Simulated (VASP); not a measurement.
Wanted: the native input for a VASP 6.6.1 run.

```
Task                   : single point
Functional             : PBE
Dispersion             : D3(BJ)
Potentials or basis    : VASP PAW PBE potentials, release 64 (Li_sv, P)
Cutoff                 : 520 eV
k mesh                 : 6 × 6 × 2
Occupations            : gaussian, width 0.1 eV
Spin                   : no spin polarisation
Dipole correction      : no
Further INCAR settings : ALGO = Normal; EDIFF = 1e-06; NBANDS = 22
```

The structure of LiP2 lies in POSCAR:

```
LiP2
1.0
    3.1174198742      0.0000000000      0.0000000000
   -1.5587099371      2.6997648053      0.0000000000
    0.0000000000      0.0000000000     11.6774694316
Li P
2 4
Direct
    0.0000000000      0.0000000000      0.7141086394
    0.0000000000      0.0000000000      0.2858913606
    0.6666666667      0.3333333333      0.5581207499
    0.0000000000      0.0000000000      0.9140709280
    0.3333333333      0.6666666667      0.4418792501
    0.0000000000      0.0000000000      0.0859290720
```

These files were run (other wordings do the same):

INCAR

```
ALGO     = Normal         # electronic algorithm
EDIFF    = 1E-6           # SCF threshold, eV
ENCUT    = 520            # plane-wave cutoff, eV
GGA      = PE             # functional
ISIF     = 2              # what is computed and relaxed
ISMEAR   = 0              # smearing method
IVDW     = 12             # dispersion correction
LASPH    = T              # aspherical terms in the spheres
LCHARG   = F              # write CHGCAR
LREAL    = F              # projectors in reciprocal space
LWAVE    = F              # write WAVECAR
NBANDS   = 22             # bands
NELM     = 100            # most SCF steps
PREC     = Accurate       # precision mode
SIGMA    = 0.1            # smearing width, eV
```

KPOINTS

```
k-points
0
Gamma
  6 6 2
```

Potentials or basis: VASP PAW PBE potentials, release 64 (Li_sv, P).

Run with:

```console
$ cat potpaw_PBE.64/Li_sv/POTCAR potpaw_PBE.64/P/POTCAR > POTCAR
$ mpirun -np 1 vasp_std > vasp.out
```

It gave:

The largest force is 0.082 eV/Å, the band gap on the k mesh is zero (band 13 reaches 7.43 eV, above the bottom of band 14 at 4.40 eV) and the dispersion energy per atom is -0.343 eV.

Caveat: the k points lie up to 0.39 Å⁻¹ apart.

It took 13 s on 1 thread of Intel(R) Xeon(R) 6975P-C (Granite Rapids) (shared host), peak memory 0.22 GiB.
